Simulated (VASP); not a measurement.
Write the native input for VASP 6.6.1 that does the following.

```yaml
Task: single point
Functional: PBE
Potentials_or_basis: VASP PAW PBE potentials, release 64 (Se)
Cutoff: 520 eV
k_mesh: 5 × 5 × 4
Occupations: fermi-dirac, width 0.08 eV
Spin: no spin polarisation
Dipole_correction: no
Further_INCAR_settings: ALGO = Normal; EDIFF = 1e-06; NBANDS = 16
```

The structure of Se lies in POSCAR:

```
Se
1.0
    4.3551700000      0.0000000000      0.0000000000
   -2.1775850000      3.7716878578      0.0000000000
    0.0000000000      0.0000000000      4.9494500000
Se
3
Direct
    0.2433537241      0.0035042667      0.1600985968
    0.0009720521      0.2219929198      0.8354524240
    0.7556742427      0.7745028513      0.5044489792
```

These files were run (other wordings do the same):

INCAR

```
SYSTEM = Se
PREC = Accurate ; ENCUT = 520
EDIFF = 1E-6 ; ISMEAR = -1
SIGMA = 0.08 ; LREAL = .FALSE.
LASPH = .TRUE. ; NELM = 100
ALGO = Normal ; ISIF = 2
LWAVE = .FALSE. ; LCHARG = .TRUE.
GGA = PE ; LELF = .TRUE.
LVHAR = .TRUE. ; NBANDS = 16
```

KPOINTS

```
regular mesh
0
G
  5 5 4
  0 0 0
```

Potentials or basis: VASP PAW PBE potentials, release 64 (Se).

Command:

```sh
$ cat potpaw_PBE.64/Se/POTCAR > POTCAR
$ mpirun -np 1 vasp_std > vasp.out
```

Results of the run:

```yaml
Pressure: 1.7 GPa
Largest_force: 0.621 eV/Å
Band_gap_on_the_k_mesh: 0.56 eV (least direct gap 1.10 eV)
```

Wall time 73 s on 1 thread of Intel Xeon 8259CL, with other jobs on the host, peak memory 0.21 GiB.
